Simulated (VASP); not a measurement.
# AgCl in VASP: further runs

AgCl is run at these levels: PBE; tasks: single point.

Everything below comes from runs of VASP 6.6.1. Logs are shortened: lines on timing, memory, paths and dates and some standing lists are left out, and cuts for length are marked.

## Step 1: The cell of the first run

It takes space group P2_1/m (No. 11, monoclinic). The conventional cell has a = 3.979 Å, b = 4.056 Å, c = 5.673 Å, α = 90.00°, β = 95.63°, γ = 90.00°. Within 3.7 Å of Ag (site symmetry m) lie 6 Cl at 2.80 to 2.94 Å and 2 Ag at 3.42 Å. Within 4.5 Å of Cl (site symmetry m) lie 7 Ag at 2.80 to 4.26 Å and 12 Cl at 3.84 to 4.44 Å.

## Step 2: Single point, PBE

The input, INCAR:

```
PREC = Accurate
ENCUT = 520
EDIFF = 1E-7
ISMEAR = -1
SIGMA = 0.05
LREAL = False
LASPH = True
NELM = 60
ALGO = Normal
ISIF = 2
LWAVE = False
LCHARG = False
GGA = PE
NBANDS = 26
```

The input, KPOINTS:

```
Automatic mesh
0
Gamma
  7 7 5
```

The input, POSCAR:

```
AgCl
1.0
    3.9785543865      0.0000000000      0.0000000000
    0.0000000000      4.0557247120      0.0000000000
   -0.5563815524      0.0000000000      5.6457547908
Ag Cl
2 2
Direct
    0.8159810000      0.7500000000      0.7819190000
    0.1840190000      0.2500000000      0.2180810000
    0.2923420000      0.2500000000      0.7374360000
    0.7076580000      0.7500000000      0.2625640000
```

Potentials or basis: VASP PAW PBE potentials, release 64 (Ag, Cl).

Run with:

```console
$ cat potpaw_PBE.64/Ag/POTCAR potpaw_PBE.64/Cl/POTCAR > POTCAR
$ mpirun -np 1 vasp_std > vasp.out
```

OUTCAR:

```text
PREC = Accurate
   ENCUT = 520
   EDIFF = 1E-7
   ISMEAR = -1
   LREAL = False
   LASPH = True
   NELM = 60
   ISIF = 2
   GGA = PE

 ion  position               nearest neighbor table
   1  0.816  0.750  0.782-   4 2.80   3 2.80   3 2.80   3 2.90   3 2.90   4 2.94   2 3.42   2 3.42

   2  0.184  0.250  0.218-   3 2.80   4 2.80   4 2.80   4 2.90   4 2.90   3 2.94   1 3.42   1 3.42

   3  0.292  0.250  0.737-   2 2.80   1 2.80   1 2.80   1 2.90   1 2.90   2 2.94
   4  0.708  0.750  0.263-   1 2.80   2 2.80   2 2.80   2 2.90   2 2.90   1 2.94

  LATTYP: Found a simple monoclinic cell.
 ALAT       =     3.9785543865
 B/A-ratio  =     1.0193965742
 C/A-ratio  =     1.4259209062
 COS(beta)  =    -0.0980735704

  Lattice vectors:

 A1 = (   3.9785543865,   0.0000000000,   0.0000000000)
 A2 = (   0.0000000000,   4.0557247120,   0.0000000000)
 A3 = (  -0.5563815524,   0.0000000000,   5.6457547908)

Analysis of symmetry for initial positions (statically):
=====================================================================
 Subroutine PRICEL returns:
 Original cell was already a primitive cell.

 Routine SETGRP: Setting up the symmetry group for a
 simple monoclinic supercell.

 Subroutine GETGRP returns: Found  4 space group operations
 (whereof  2 operations were pure point group operations)
 out of a pool of  4 trial point group operations.

The static configuration has the point symmetry S_2 .
 The point group associated with its full space group is C_2h.

Analysis of symmetry for dynamics (positions and initial velocities):
=====================================================================
 Subroutine PRICEL returns:
 Original cell was already a primitive cell.

 Routine SETGRP: Setting up the symmetry group for a
 simple monoclinic supercell.

 Subroutine GETGRP returns: Found  4 space group operations
 (whereof  2 operations were pure point group operations)
 out of a pool of  4 trial point group operations.

The dynamic configuration has the point symmetry S_2 .
 The point group associated with its full space group is C_2h.

 Subroutine INISYM returns: Found  4 space group operations
 (whereof  2 operations are pure point group operations),
 and found     1 'primitive' translations

----------------------------------------------------------------------------------------

                                     Primitive cell

  volume of cell :      91.0995

  direct lattice vectors                    reciprocal lattice vectors
     3.978554386  0.000000000  0.000000000     0.251347576  0.000000000  0.024769966
     0.000000000  4.055724712  0.000000000     0.000000000  0.246565058  0.000000000
    -0.556381552  0.000000000  5.645754791     0.000000000  0.000000000  0.177124235

  length of vectors
     3.978554386  4.055724712  5.673103876     0.252565150  0.246565058  0.177124235

  position of ions in fractional coordinates (direct lattice)
     0.815981000  0.750000000  0.781919000
     0.184019000  0.250000000  0.218081000
     0.292342000  0.250000000  0.737436000
     0.707658000  0.750000000  0.262564000

  ion indices of the primitive-cell ions
   primitive index   ion index
                 1           1
                 2           2
                 3           3
                 4           4

----------------------------------------------------------------------------------------

 KPOINTS: Automatic mesh

Automatic generation of k-mesh.
 Grid dimensions read from file:
 generate k-points for:    7    7    5

 Generating k-lattice:

  Cartesian coordinates                     Fractional coordinates (reciprocal lattice)
     0.035906797  0.000000000  0.003538567     0.142857143  0.000000000  0.000000000
     0.000000000  0.035223580  0.000000000     0.000000000  0.142857143  0.000000000
     0.000000000  0.000000000  0.035424847     0.000000000  0.000000000  0.200000000

  Length of vectors
     0.036080736  0.035223580  0.035424847

  Shift w.r.t. Gamma in fractional coordinates (k-lattice)
     0.000000000  0.000000000  0.000000000

 Subroutine IBZKPT returns following result:
 ===========================================

 Found     72 irreducible k-points:

 Following reciprocal coordinates:
            Coordinates               Weight
  0.000000  0.000000  0.000000      1.000000
  0.142857  0.000000  0.000000      2.000000
  0.285714  0.000000  0.000000      2.000000
  0.428571  0.000000  0.000000      2.000000
  0.000000  0.142857  0.000000      2.000000
  0.142857  0.142857  0.000000      4.000000
[... 16 lines left out ...]
 -0.142857  0.000000  0.200000      2.000000
  0.000000  0.142857  0.200000      4.000000
 [... further k-points ...]
   k-points           NKPTS =     72   k-points in BZ     NKDIM =     72   number of bands    NBANDS=     26
   number of dos      NEDOS =    301   number of ions     NIONS =      4
   total plane-waves  NPLWV =  37800
   dimension x,y,z NGX =    30 NGY =   30 NGZ =   42
   dimension x,y,z NGXF=    60 NGYF=   60 NGZF=   84
   ions per type =               2   2
   NGX,Y,Z   is equivalent  to a cutoff of  12.54, 12.30, 12.31 a.u.
   NGXF,Y,Z  is equivalent  to a cutoff of  25.07, 24.59, 24.62 a.u.
 SYSTEM =  unknown system
   PREC   = accura    normal or accurate (medium, high low for compatibility)
   ISTART =      0    job   : 0-new  1-cont  2-samecut
   ICHARG =      2    charge: 1-file 2-atom 10-const
   ISPIN  =      1    spin polarized calculation?
   LNONCOLLINEAR =      F non collinear calculations
   LSORBIT =      F    spin-orbit coupling
   LASPH  =      T    aspherical Exc in radial PAW
   ENCUT  =  520.0 eV  38.22 Ry    6.18 a.u.   7.40  7.54 10.55*2*pi/ulx,y,z
   NELM   =     60;   NELMIN=  2; NELMDL= -5     # of ELM steps
   EDIFF  = 0.1E-06   stopping-criterion for ELM
   LREAL  =      F    real-space projection
   EDIFFG = 0.1E-05   stopping-criterion for IOM
   NSW    =      0    number of steps for IOM
   IBRION =     -1    ionic relax: 0-MD 1-quasi-New 2-CG
   NFREE  =      0    steps in history (QN), initial steepest desc. (CG)
   ISIF   =      2    stress and relaxation
   ISYM   =      2    0-nonsym 1-usesym 2-fastsym
   POTIM  = 0.5000    time-step for ionic-motion
   TEBEG  =    0.0;   TEEND  =   0.0 temperature during run
   PSTRESS=    0.0 pullay stress
   NELECT =      36.0000    total number of electrons
   NUPDOWN=      -1.0000    fix difference up-down
   EMIN   =  10.00;   EMAX   =-10.00  energy-range for DOS
   EFERMI =   0.00;   METHOD = LEGACY
   ISMEAR =    -1;   SIGMA  =   0.05  broadening in eV -4-tet -1-fermi 0-gaus
   EFERMI_NEDOS =   21; number of points for ismear=-14 and -15
   IALGO  =     38    algorithm
   IMIX   =      4    mixing-type and parameters
     AMIX     =   0.40;   BMIX     =  1.00
     AMIX_MAG =   1.60;   BMIX_MAG =  1.00
  volume/ion in A,a.u.               =      22.77       153.69
  Fermi-wavevector in a.u.,A,eV,Ry     =   1.201352  2.270227 19.636574  1.443247
  Thomas-Fermi vector in A             =   2.337164
   LORBIT       =      0    0 simple, 1 ext, 2 COOP (PROOUT), +10 PAW based schemes
   GGA     = PE    functional components
   LHFCALC =     F    Hartree Fock is set to
   AEXX    =    0.0000 exact exchange contribution
   IVDW    =     0    specifies the selected vdW correction
   LEPSILON=     F    determine dielectric tensor
   LRPA    =     F    only Hartree local field effects (RPA)
 non-spin polarized calculation
  energy-cutoff  :      520.00
  volume of cell :       91.10
 maximum number of plane-waves:      2481
 NGX is ok and might be reduce to    30
   NGX = 15   NGY = 15   NGZ = 21

 number of electron      36.0000003 magnetization

 Free energy of the ion-electron system (eV)
  ---------------------------------------------------
  ext. energy  EPLUGINS =         0.00000000
  ---------------------------------------------------
  free energy    TOTEN  =       -10.73478898 eV

  energy without entropy =      -10.73478496  energy(sigma->0) =      -10.73478697

 E-fermi :   3.4241     XC(G=0):  -9.6405

 val. band max:        2.8924915134   @ k =   0.4286   0.0000   0.4000
 cond. band min:       3.8083120679   @ k =   0.0000   0.0000   0.0000
 fundamental gap:      0.9158205544
 Fermi energy:         3.4240817812

 k-point     1 :       0.0000    0.0000    0.0000
  band No.  band energies     occupation
      1     -11.6732      2.00000
      2     -11.2612      2.00000
      3      -0.8500      2.00000
      4       0.1570      2.00000
      5       0.2292      2.00000
      6       0.4047      2.00000
[... 18 lines left out ...]
     25      14.1453      0.00000
     26      14.1979      0.00000

 k-point     2 :       0.1429    0.0000    0.0000
  band No.  band energies     occupation
      1     -11.6290      2.00000
      2     -11.2518      2.00000
      3      -0.8248      2.00000
      4      -0.3024      2.00000
      5      -0.1306      2.00000
      6       0.0301      2.00000
[... 18 lines left out ...]
     25      13.6179      0.00000
     26      13.8796      0.00000

 k-point     3 :       0.2857    0.0000    0.0000
  band No.  band energies     occupation
      1     -11.5173      2.00000
      2     -11.2403      2.00000
      3      -0.9453      2.00000
      4      -0.7532      2.00000
      5      -0.7030      2.00000
      6      -0.5352      2.00000
[... 18 lines left out ...]
     25      12.5585      0.00000
     26      12.8700      0.00000

 k-point     4 :       0.4286    0.0000    0.0000
  band No.  band energies     occupation
      1     -11.3991      2.00000
      2     -11.2570      2.00000
      3      -1.3021      2.00000
      4      -1.2212      2.00000
      5      -0.7500      2.00000
      6      -0.6730      2.00000
[... 18 lines left out ...]
     25      12.0524      0.00000
     26      12.1502      0.00000

 k-point     5 :       0.0000    0.1429    0.0000
  band No.  band energies     occupation
      1     -11.6307      2.00000
      2     -11.2563      2.00000
      3      -0.8095      2.00000
      4      -0.2639      2.00000
      5      -0.2025      2.00000
      6       0.0855      2.00000
[... 18 lines left out ...]
     25      13.8552      0.00000
     26      13.9065      0.00000

 k-point     6 :       0.1429    0.1429    0.0000
  band No.  band energies     occupation
      1     -11.5905      2.00000
      2     -11.2483      2.00000
      3      -0.7788      2.00000
      4      -0.5562      2.00000
      5      -0.3380      2.00000
      6      -0.2263      2.00000
[... 427 lines left out ...]
 k-point    21 :      -0.4286    0.0000    0.2000
  band No.  band energies     occupation
      1     -11.3970      2.00000
      2     -11.2433      2.00000
      3      -1.4658      2.00000
      4      -1.2984      2.00000
      5      -0.7793      2.00000
      6      -0.7456      2.00000
[... 18 lines left out ...]
     25      11.6722      0.00000
     26      12.3464      0.00000

 k-point    22 :      -0.2857    0.0000    0.2000
  band No.  band energies     occupation
      1     -11.5040      2.00000
      2     -11.2392      2.00000
      3      -1.1100      2.00000
      4      -0.9557      2.00000
      5      -0.7095      2.00000
      6      -0.5843      2.00000
[... 18 lines left out ...]
     25      12.2812      0.00000
     26      13.0025      0.00000

 k-point    23 :      -0.1429    0.0000    0.2000
  band No.  band energies     occupation
      1     -11.5992      2.00000
      2     -11.2698      2.00000
      3      -1.0161      2.00000
      4      -0.3268      2.00000
      5      -0.1996      2.00000
      6      -0.1718      2.00000
[... 18 lines left out ...]
     25      13.2219      0.00000
     26      13.5320      0.00000

 k-point    24 :       0.0000    0.1429    0.2000
  band No.  band energies     occupation
      1     -11.5903      2.00000
      2     -11.2858      2.00000
      3      -0.9845      2.00000
      4      -0.3295      2.00000
      5      -0.2037      2.00000
      6      -0.1144      2.00000
[... 18 lines left out ...]
     25      13.5833      0.00000
     26      13.7706      0.00000

 [... further k-points ...]
[... 5 lines left out ...]
  --------------------------------------------------------------------------------------
  -------------------------------------------------------------------------------------
  Total       -1.0260862     -1.0920644     -0.9859258      0.0000000      0.0000000      0.1757687
  in kB      -18.0459045    -19.2062712    -17.3395989      0.0000000      0.0000000      3.0912663
  external PRESSURE =     -18.1972582 kB  Pullay stress =       0.0000000 kB

 VOLUME and BASIS-vectors are now :
 -----------------------------------------------------------------------------
  energy-cutoff  :      520.00
  volume of cell :       91.10
      direct lattice vectors                 reciprocal lattice vectors
     3.978554386  0.000000000  0.000000000     0.251347576  0.000000000  0.024769966
     0.000000000  4.055724712  0.000000000     0.000000000  0.246565058  0.000000000
    -0.556381552  0.000000000  5.645754791     0.000000000  0.000000000  0.177124235

 POSITION                                       TOTAL-FORCE (eV/Angst)
 -----------------------------------------------------------------------------------
      2.81138      3.04179      4.41452        -0.031566      0.000000     -0.050127
      0.61079      1.01393      1.23123         0.031566      0.000000      0.050127
      0.75280      1.01393      4.16338        -0.073303      0.000000      0.057624
      2.66937      3.04179      1.48237         0.073303      0.000000     -0.057624
 -----------------------------------------------------------------------------------
    total drift:                                0.000000     -0.000000     -0.000000

  FREE ENERGIE OF THE ION-ELECTRON SYSTEM (eV)
  ---------------------------------------------------
  free  energy   TOTEN  =       -10.7347889838 eV

  energy  without entropy=      -10.7347849596  energy(sigma->0) =      -10.73478697
```

It took 2 min on 1 thread of Intel Xeon Platinum 8259CL at 2.50GHz (Skylake/Cascade Lake), shared host; peak memory 0.27 GiB.

Results:

```
Free energy            : -10.7348 eV
Pressure               : -1.8 GPa
Largest force          : 0.093 eV/Å
Band gap on the k mesh : 0.92 eV (least direct gap 2.16 eV)
```

Forces on the atoms (eV/Å):
```
Ag  -0.032  0.000 -0.050
Ag   0.032  0.000  0.050
Cl  -0.073  0.000  0.058
Cl   0.073  0.000 -0.058
```

## Step 3: Single point, PBE

This run uses another cell than the first one, of 23.21 Å³/atom.

The input, INCAR:

```
PREC = Accurate
ENCUT = 520
EDIFF = 1E-6
ISMEAR = -1
SIGMA = 0.05
LREAL = F
LASPH = T
NELM = 80
ALGO = Normal
ISIF = 2
LWAVE = F
LCHARG = F
GGA = PE
NBANDS = 26
```

The input, KPOINTS:

```
regular mesh
0
Gamma
  7 7 5
```

The input, POSCAR:

```
AgCl
1.0
    4.0038961805      0.0000000000      0.0000000000
    0.0000000000      4.0815580500      0.0000000000
   -0.5599254795      0.0000000000      5.6817159820
Ag Cl
2 2
Direct
    0.8159810000      0.7500000000      0.7819190000
    0.1840190000      0.2500000000      0.2180810000
    0.2923420000      0.2500000000      0.7374360000
    0.7076580000      0.7500000000      0.2625640000
```

Potentials or basis: VASP PAW PBE potentials, release 64 (Ag, Cl).

Run with:

```console
$ cat potpaw_PBE.64/Ag/POTCAR potpaw_PBE.64/Cl/POTCAR > POTCAR
$ mpirun -np 1 vasp_std > vasp.out
```

Run time: 1.8 min. Hardware: 1 thread of Intel Xeon Platinum 8259CL at 2.50GHz (Skylake/Cascade Lake), shared host; peak memory 0.28 GiB.

Results (log left out):

| Item | Value |
| --- | --- |
| Free energy | -10.7123 eV |
| Pressure | -2.4 GPa |
| Largest force | 0.121 eV/Å |
| Band gap on the k mesh | 0.92 eV (least direct gap 2.13 eV) |

Forces on the atoms (eV/Å):
```
Ag  -0.030  0.000 -0.047
Ag   0.030  0.000  0.047
Cl  -0.091  0.000  0.079
Cl   0.091  0.000 -0.079
```

Stress tensor (GPa, compression positive):
```
-2.41  0.00  0.38
 0.00 -2.53  0.00
 0.38  0.00 -2.32
```

Levels at points of the mesh, in eV from the valence-band top:
```
           k point  band 15  band 16  band 17  band 18  band 19  band 20  band 21  band 22
(0.00, 0.00, 0.00)    -1.70    -1.42    -1.40    -1.20     0.92     2.81     8.09     8.17
```

## Step 4: Single point, PBE (atoms moved at random)

The input, INCAR:

```
ALGO = Normal
EDIFF = 1E-6
ENCUT = 520
GGA = PE
ISIF = 2
ISMEAR = -1
LASPH = True
LCHARG = False
LREAL = False
LWAVE = False
NBANDS = 26
NELM = 60
PREC = Accurate
SIGMA = 0.05
```

The input, KPOINTS:

```
k-points
0
Gamma
  7 7 5
```

The input, POSCAR:

```
AgCl
1.0
    3.9268790000      0.0000000000      0.0000000000
    0.0000000000      4.0030470000      0.0000000000
   -0.5491550000      0.0000000000      5.5724250000
Ag Cl
2 2
Direct
    0.8202590000      0.7512570000      0.7814700000
    0.1947630000      0.2295230000      0.2233260000
    0.2868730000      0.2410010000      0.7341180000
    0.6885950000      0.7451370000      0.2481880000
```

Run with:

```console
$ cat potpaw_PBE.64/Ag/POTCAR potpaw_PBE.64/Cl/POTCAR > POTCAR
$ mpirun -np 1 vasp_std > vasp.out
```

Run time: 3.1 min. Hardware: 1 thread of Intel Xeon Platinum 8259CL at 2.50GHz (Skylake/Cascade Lake), shared host; peak memory 0.35 GiB.

Results (log left out):

```yaml
Free_energy: -10.7485 eV
Pressure: -0.1 GPa
Largest_force: 0.181 eV/Å
Band_gap_on_the_k_mesh: 0.90 eV (least direct gap 2.21 eV)
```

Forces in eV/Å, atoms in the order of the input:
```
Ag  -0.039 -0.046 -0.084
Ag  -0.038  0.067  0.055
Cl  -0.054  0.060 -0.068
Cl   0.131 -0.081  0.096
```

Stress tensor (GPa, compression positive):
```
-0.18  0.01  0.14
 0.01 -0.27 -0.08
 0.14 -0.08  0.01
```

Levels at points of the mesh, in eV from the valence-band top:
```
           k point  band 14  band 15  band 16  band 17  band 18  band 19  band 20  band 21  band 22  band 23
(0.00, 0.00, 0.00)    -1.90    -1.88    -1.61    -1.51    -1.31     0.90     2.73     8.07     8.26    10.35
```

Caveat: the cell differs from its parent crystal (atoms moved at random). A k mesh can miss the band edges.

## Step 5: Summary

| cell | gap on the mesh (eV) | pressure (GPa) | largest force (eV/Å) |
| --- | --- | --- | --- |
| a = 3.979, b = 4.056, c = 5.673 Å, angles 90.0, 95.6, 90.0°, 4 atoms, atomic positions A | 0.92 | -1.8 | 0.09 |
| a = 4.004, b = 4.082, c = 5.709 Å, angles 90.0, 95.6, 90.0°, 4 atoms, atomic positions A | 0.92 | -2.4 | 0.12 |
| a = 3.927, b = 4.003, c = 5.599 Å, angles 90.0, 95.6, 90.0°, 4 atoms, atomic positions B | 0.90 | -0.1 | 0.18 |

Alike in all rows: task single point; level PBE; potentials or basis VASP PAW PBE potentials, release 64 (Ag, Cl); no spin polarisation; k mesh 7 × 7 × 5; cutoff (eV) 520; smearing fermi-dirac 0.05 eV.

Total energies depend on the potentials used, so only differences within one code and one set of settings carry meaning.
